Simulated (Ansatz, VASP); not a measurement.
## Sr: VASP beside Ansatz

```
CELL_PARAMETERS angstrom
10.98763 0.00000 0.00000
-5.49381 9.51557 0.00000
0.00000 0.00000 4.42111
ATOMIC_POSITIONS crystal
Sr 0.00000 0.00000 0.00000
```

Alike in both runs: task single point; functional PBEsol; k mesh 6 × 6 × 8; occupations gaussian, width 0.03 eV; no spin polarisation.

|  | VASP | Ansatz |
| --- | --- | --- |
| version | VASP 6.6.1 | Ansatz 0.2.0 |
| potentials or method | VASP PAW PBE potentials, release 64 (Sr_sv), cutoff 520 eV | scalar-relativistic, plane waves, PAW |
| valence electrons in the cell | 10 | 10 |

|  | VASP | Ansatz | Ansatz less VASP |
| --- | --- | --- | --- |
| gap on the k mesh at the Fermi level (eV) | 0.32 | 0.31 | -0.009 |
| least direct gap on the mesh (eV) | 0.33 | 0.33 | -0.009 |
| pressure (GPa) | 0.0 | 0.0 | 0.00 |

VASP's potentials were made for PBE, not for PBEsol.
